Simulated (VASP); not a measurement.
# TiAl3 (Pmm2) in VASP: single point with r2SCAN

Aim: the single point of TiAl3 with r2SCAN.

All numbers are computed with VASP 6.6.1; they aren't measurements. Logs are shortened: lines on timing, memory, paths and dates and some standing lists are left out, and cuts for length are marked.

## 1. The cell of the first run

Symmetry: Pmm2, No. 25, orthorhombic system. The conventional cell has a = 2.840 Å, b = 4.681 Å, c = 4.901 Å, α = 90.00°, β = 90.00°, γ = 90.00°. Ti (site symmetry mm2) has 10 Al at 2.83 to 2.85 Å and 2 Ti at 2.84 Å within 3.7 Å. Within 3.7 Å of Al (site symmetry mm2) lie 4 Ti at 2.83 to 2.84 Å and 8 Al at 2.84 to 2.86 Å. Within 3.7 Å of Al (site symmetry mm2) lie 8 Al at 2.81 to 2.86 Å and 4 Ti at 2.85 Å. Within 3.7 Å of Al (site symmetry mm2) lie 10 Al at 2.81 to 2.86 Å and 2 Ti at 2.85 Å.

## 2. Single point, r2SCAN

Contents of POSCAR:

```
TiAl3
1.0
    2.8396770000      0.0000000000      0.0000000000
    0.0000000000      4.6812640000      0.0000000000
    0.0000000000      0.0000000000      4.9007420000
Ti Al
1 3
Direct
    0.0000000000      0.5000000000      0.1659160000
    0.5000000000      0.5000000000      0.6672710000
    0.5000000000      0.0000000000      0.3309120000
    0.0000000000      0.0000000000      0.8359000000
```

Contents of INCAR.step1:

```
SYSTEM = TiAl3
ALGO = Normal
EDIFF = 1E-4
ENCUT = 520
GGA = PE
ISMEAR = 0
LASPH = .True.
LCHARG = .False.
LREAL = .False.
LWAVE = .True.
NBANDS = 18
NELM = 100
PREC = Accurate
SIGMA = 0.1
```

Contents of INCAR.step2:

```
SYSTEM = TiAl3
ALGO = Normal
EDIFF = 1E-6
ENCUT = 520
ISIF = 2
ISMEAR = 0
ISTART = 1
LASPH = .True.
LCHARG = .False.
LMIXTAU = .True.
LREAL = .False.
LWAVE = .False.
METAGGA = R2SCAN
NBANDS = 18
NELM = 100
PREC = Accurate
SIGMA = 0.1
```

Contents of KPOINTS:

```
k-points
0
Gamma
  22 14 12
  0 0 0
```

Potentials or basis: VASP PAW PBE potentials, release 64 (Ti_sv, Al).

Started as:

```bash
$ cat potpaw_PBE.64/Ti_sv/POTCAR potpaw_PBE.64/Al/POTCAR > POTCAR
$ cp INCAR.step1 INCAR
$ mpirun -np 1 vasp_std > vasp.out
$ cp INCAR.step2 INCAR
$ mpirun -np 1 vasp_std > vasp.out
```

OUTCAR:

```text
SYSTEM = TiAl3
   EDIFF = 1E-6
   ENCUT = 520
   ISIF = 2
   ISMEAR = 0
   ISTART = 1
   LASPH = .True.
   LREAL = .False.
   METAGGA = R2SCAN
   NELM = 100
   PREC = Accurate

 ion  position               nearest neighbor table
   1  0.000  0.500  0.166-   2 2.83   2 2.83   2 2.84   2 2.84   4 2.85   4 2.85   3 2.85   3 2.85
                             3 2.85   3 2.85
   2  0.500  0.500  0.667-   1 2.83   1 2.83   1 2.84   1 2.84   4 2.86   4 2.86   4 2.86   4 2.86
                             3 2.86   3 2.86
   3  0.500  0.000  0.331-   4 2.81   4 2.81   4 2.85   4 2.85   1 2.85   1 2.85   1 2.85   1 2.85
                             2 2.86   2 2.86
   4  0.000  0.000  0.836-   3 2.81   3 2.81   1 2.85   1 2.85   3 2.85   3 2.85   2 2.86   2 2.86
                             2 2.86   2 2.86

  LATTYP: Found a simple orthorhombic cell.
 ALAT       =     2.8396770000
 B/A-ratio  =     1.6485198845
 C/A-ratio  =     1.7258096607

  Lattice vectors:

 A1 = (   2.8396770000,   0.0000000000,   0.0000000000)
 A2 = (   0.0000000000,   4.6812640000,   0.0000000000)
 A3 = (   0.0000000000,   0.0000000000,   4.9007420000)

Analysis of symmetry for initial positions (statically):
=====================================================================
 Subroutine PRICEL returns:
 Original cell was already a primitive cell.

 Routine SETGRP: Setting up the symmetry group for a
 simple orthorhombic supercell.

 Subroutine GETGRP returns: Found  4 space group operations
 (whereof  4 operations were pure point group operations)
 out of a pool of  8 trial point group operations.

The static configuration has the point symmetry C_2v.

Analysis of symmetry for dynamics (positions and initial velocities):
=====================================================================
 Subroutine PRICEL returns:
 Original cell was already a primitive cell.

 Routine SETGRP: Setting up the symmetry group for a
 simple orthorhombic supercell.

 Subroutine GETGRP returns: Found  4 space group operations
 (whereof  4 operations were pure point group operations)
 out of a pool of  8 trial point group operations.

The dynamic configuration has the point symmetry C_2v.

 Subroutine INISYM returns: Found  4 space group operations
 (whereof  4 operations are pure point group operations),
 and found     1 'primitive' translations

----------------------------------------------------------------------------------------

                                     Primitive cell

  volume of cell :      65.1469

  direct lattice vectors                    reciprocal lattice vectors
     2.839677000  0.000000000  0.000000000     0.352152727  0.000000000  0.000000000
     0.000000000  4.681264000  0.000000000     0.000000000  0.213617519  0.000000000
     0.000000000  0.000000000  4.900742000     0.000000000  0.000000000  0.204050734

  length of vectors
     2.839677000  4.681264000  4.900742000     0.352152727  0.213617519  0.204050734

  position of ions in fractional coordinates (direct lattice)
     0.000000000  0.500000000  0.165916000
     0.500000000  0.500000000  0.667271000
     0.500000000  0.000000000  0.330912000
     0.000000000  0.000000000  0.835900000

  ion indices of the primitive-cell ions
   primitive index   ion index
                 1           1
                 2           2
                 3           3
                 4           4

----------------------------------------------------------------------------------------

 KPOINTS: k-points

Automatic generation of k-mesh.
 Grid dimensions read from file:
 generate k-points for:   22   14   12

 Generating k-lattice:

  Cartesian coordinates                     Fractional coordinates (reciprocal lattice)
     0.016006942  0.000000000  0.000000000     0.045454545  0.000000000  0.000000000
     0.000000000  0.015258394  0.000000000     0.000000000  0.071428571  0.000000000
     0.000000000  0.000000000  0.017004228     0.000000000  0.000000000  0.083333333

  Length of vectors
     0.016006942  0.015258394  0.017004228

  Shift w.r.t. Gamma in fractional coordinates (k-lattice)
     0.000000000  0.000000000  0.000000000

 Subroutine IBZKPT returns following result:
 ===========================================

 Found    672 irreducible k-points:

 Following reciprocal coordinates:
            Coordinates               Weight
  0.000000  0.000000  0.000000      1.000000
  0.045455  0.000000  0.000000      2.000000
  0.090909  0.000000  0.000000      2.000000
  0.136364  0.000000  0.000000      2.000000
  0.181818  0.000000  0.000000      2.000000
  0.227273  0.000000  0.000000      2.000000
[... 16 lines left out ...]
  0.454545  0.071429  0.000000      4.000000
  0.500000  0.071429  0.000000      2.000000
 [... further k-points ...]
   k-points           NKPTS =    672   k-points in BZ     NKDIM =    672   number of bands    NBANDS=     18
   number of dos      NEDOS =    301   number of ions     NIONS =      4
   total plane-waves  NPLWV =  31104
   dimension x,y,z NGX =    24 NGY =   36 NGZ =   36
   dimension x,y,z NGXF=    48 NGYF=   72 NGZF=   72
   ions per type =               1   3
   NGX,Y,Z   is equivalent  to a cutoff of  14.05, 12.78, 12.21 a.u.
   NGXF,Y,Z  is equivalent  to a cutoff of  28.10, 25.57, 24.42 a.u.
 SYSTEM =  TiAl3
   PREC   = accura    normal or accurate (medium, high low for compatibility)
   ISTART =      1    job   : 0-new  1-cont  2-samecut
   ICHARG =      0    charge: 1-file 2-atom 10-const
   ISPIN  =      1    spin polarized calculation?
   LNONCOLLINEAR =      F non collinear calculations
   LSORBIT =      F    spin-orbit coupling
   LASPH  =      T    aspherical Exc in radial PAW
   ENCUT  =  520.0 eV  38.22 Ry    6.18 a.u.   5.28  8.70  9.11*2*pi/ulx,y,z
   NELM   =    100;   NELMIN=  2; NELMDL=  0     # of ELM steps
   EDIFF  = 0.1E-05   stopping-criterion for ELM
   LREAL  =      F    real-space projection
[... 7 lines left out ...]
   TEBEG  =    0.0;   TEEND  =   0.0 temperature during run
   PSTRESS=    0.0 pullay stress
   NELECT =      21.0000    total number of electrons
   NUPDOWN=      -1.0000    fix difference up-down
   EMIN   =  10.00;   EMAX   =-10.00  energy-range for DOS
   EFERMI =   0.00;   METHOD = LEGACY
   ISMEAR =     0;   SIGMA  =   0.10  broadening in eV -4-tet -1-fermi 0-gaus
   EFERMI_NEDOS =   21; number of points for ismear=-14 and -15
   IALGO  =     38    algorithm
   IMIX   =      4    mixing-type and parameters
     AMIX     =   0.40;   BMIX     =  1.00
     AMIX_MAG =   1.60;   BMIX_MAG =  1.00
  volume/ion in A,a.u.               =      16.29       109.91
  Fermi-wavevector in a.u.,A,eV,Ry     =   1.122492  2.121202 17.143184  1.259988
  Thomas-Fermi vector in A             =   2.259152
   LORBIT       =      0    0 simple, 1 ext, 2 COOP (PROOUT), +10 PAW based schemes
   METAGGA = R2SCAN    functional components
   LHFCALC =     F    Hartree Fock is set to
   AEXX    =    0.0000 exact exchange contribution
   IVDW    =     0    specifies the selected vdW correction
   LEPSILON=     F    determine dielectric tensor
   LRPA    =     F    only Hartree local field effects (RPA)
 non-spin polarized calculation
 Gauss-broadening in eV      SIGMA  =   0.10
  energy-cutoff  :      520.00
  volume of cell :       65.15
 maximum number of plane-waves:      1776
 NGX is ok and might be reduce to    24
   NGX = 11   NGY = 17   NGZ = 19

 number of electron      21.0000004 magnetization

 Free energy of the ion-electron system (eV)
  ---------------------------------------------------
  ext. energy  EPLUGINS =         0.00000000
  ---------------------------------------------------
  free energy    TOTEN  =       -34.20113171 eV

  energy without entropy =      -34.18704984  energy(sigma->0) =      -34.19409078

 E-fermi :   8.0670     XC(G=0): -11.3937

 val. band max:        8.0668920374   @ k =   0.2273   0.5000   0.2500
 cond. band min:       8.0680146726   @ k =   0.1364   0.2857   0.4167
 fundamental gap:      0.0011226352
 Fermi energy:         8.0669901840

 k-point     1 :       0.0000    0.0000    0.0000
  band No.  band energies     occupation
      1     -50.8162      2.00000
      2     -26.1109      2.00000
      3     -26.1007      2.00000
      4     -25.7075      2.00000
      5      -2.6944      2.00000
      6       2.7233      2.00000
[... 10 lines left out ...]
     17      14.3157      0.00000
     18      14.8673      0.00000

 k-point     2 :       0.0455    0.0000    0.0000
  band No.  band energies     occupation
      1     -50.8151      2.00000
      2     -26.1098      2.00000
      3     -26.0996      2.00000
      4     -25.7172      2.00000
      5      -2.6534      2.00000
      6       2.7600      2.00000
[... 10 lines left out ...]
     17      14.3170      0.00000
     18      14.4623      0.00000

 k-point     3 :       0.0909    0.0000    0.0000
  band No.  band energies     occupation
      1     -50.8118      2.00000
      2     -26.1065      2.00000
      3     -26.0963      2.00000
      4     -25.7453      2.00000
      5      -2.5305      2.00000
      6       2.8698      2.00000
[... 10 lines left out ...]
     17      13.4825      0.00000
     18      14.3198      0.00000

 k-point     4 :       0.1364    0.0000    0.0000
  band No.  band energies     occupation
      1     -50.8065      2.00000
      2     -26.1014      2.00000
      3     -26.0910      2.00000
      4     -25.7895      2.00000
      5      -2.3265      2.00000
      6       3.0518      2.00000
[... 375 lines left out ...]
      4     -26.0488      2.00000
      5       0.5646      2.00000
      6       3.8492      2.00000
[... 10 lines left out ...]
     17      12.3122      0.00000
     18      12.5540      0.00000

 k-point    23 :       0.4545    0.0714    0.0000
  band No.  band energies     occupation
      1     -50.7606      2.00000
      2     -26.1629      2.00000
      3     -26.0568      2.00000
      4     -26.0455      2.00000
      5       1.2947      2.00000
      6       2.9457      2.00000
[... 10 lines left out ...]
     17      11.9516      0.00000
     18      12.4385      0.00000

 k-point    24 :       0.5000    0.0714    0.0000
  band No.  band energies     occupation
      1     -50.7595      2.00000
      2     -26.1721      2.00000
      3     -26.0557      2.00000
      4     -26.0443      2.00000
      5       2.0587      2.00000
      6       2.1226      2.00000
[... 10 lines left out ...]
     17      11.8089      0.00000
     18      12.4193      0.00000

 [... further k-points ...]

------------------------ aborting loop because EDIFF is reached ----------------------------------------

  FORCE on cell =-STRESS in cart. coord.  units (eV):
  Direction    XX          YY          ZZ          XY          YZ          ZX
  --------------------------------------------------------------------------------------
  -------------------------------------------------------------------------------------
  Total       -1.5030488     -0.7267947     -0.5208844      0.0000000      0.0000000      0.0000000
  in kB      -36.9649177    -17.8742731    -12.8102615      0.0000000      0.0000000      0.0000000
  external PRESSURE =     -22.5498174 kB  Pullay stress =       0.0000000 kB

 VOLUME and BASIS-vectors are now :
 -----------------------------------------------------------------------------
  energy-cutoff  :      520.00
  volume of cell :       65.15
      direct lattice vectors                 reciprocal lattice vectors
     2.839677000  0.000000000  0.000000000     0.352152727  0.000000000  0.000000000
     0.000000000  4.681264000  0.000000000     0.000000000  0.213617519  0.000000000
     0.000000000  0.000000000  4.900742000     0.000000000  0.000000000  0.204050734

 POSITION                                       TOTAL-FORCE (eV/Angst)
 -----------------------------------------------------------------------------------
      0.00000      2.34063      0.81311         0.000000      0.000000     -0.014612
      1.41984      2.34063      3.27012         0.000000      0.000000     -0.020011
      1.41984      0.00000      1.62171         0.000000      0.000000      0.050141
      0.00000      0.00000      4.09653         0.000000      0.000000     -0.015518
 -----------------------------------------------------------------------------------
    total drift:                                0.000000      0.000000     -0.001216

  FREE ENERGIE OF THE ION-ELECTRON SYSTEM (eV)
  ---------------------------------------------------
  free  energy   TOTEN  =       -34.2011317095 eV

  energy  without entropy=      -34.1870498425  energy(sigma->0) =      -34.19409078
```

It took 55 min on 1 thread of Oxide Virtual Turin-like, shared host; peak memory 0.74 GiB.

What came out:

```
Free energy            : -34.2011 eV
Pressure               : -2.3 GPa
Largest force          : 0.050 eV/Å
Band gap on the k mesh : zero (an odd number of electrons rules out a gap without spin polarisation)
```

Forces in eV/Å, atoms in the order of the input:
```
Ti   0.000  0.000 -0.015
Al   0.000  0.000 -0.020
Al   0.000  0.000  0.050
Al   0.000  0.000 -0.016
```

Stress tensor (GPa, compression positive):
```
-3.70  0.00  0.00
 0.00 -1.79  0.00
 0.00  0.00 -1.28
```

Levels at points of the mesh, in eV from the Fermi level:
```csv
k point,band 8,band 9,band 10,band 11,band 12,band 13,band 14,band 15
"(0.00, 0.00, 0.00)",-3.84,-2.77,-0.81,-0.41,2.58,2.64,2.86,2.88
"(0.50, 0.00, 0.00)",-2.09,-1.84,0.42,0.65,0.71,1.38,1.64,2.51
"(0.00, 0.50, 0.00)",-3.26,-2.20,-1.66,-0.14,2.47,2.59,2.89,3.31
"(0.50, 0.50, 0.00)",-3.51,-1.74,-0.49,-0.27,0.87,1.16,1.40,3.49
"(0.00, 0.00, 0.50)",-2.33,-2.18,-1.27,-0.30,2.44,2.47,2.65,3.41
"(0.50, 0.00, 0.50)",-3.71,-1.36,-0.20,-0.06,0.63,1.21,2.13,3.43
"(0.00, 0.50, 0.50)",-5.15,-0.18,0.00,0.86,2.50,2.50,3.91,5.35
"(0.50, 0.50, 0.50)",-3.48,-3.06,-2.92,-1.00,-0.20,1.13,2.27,2.60
```

Caveat: the PAW data sets were made with another functional, which shifts forces and pressure a little.
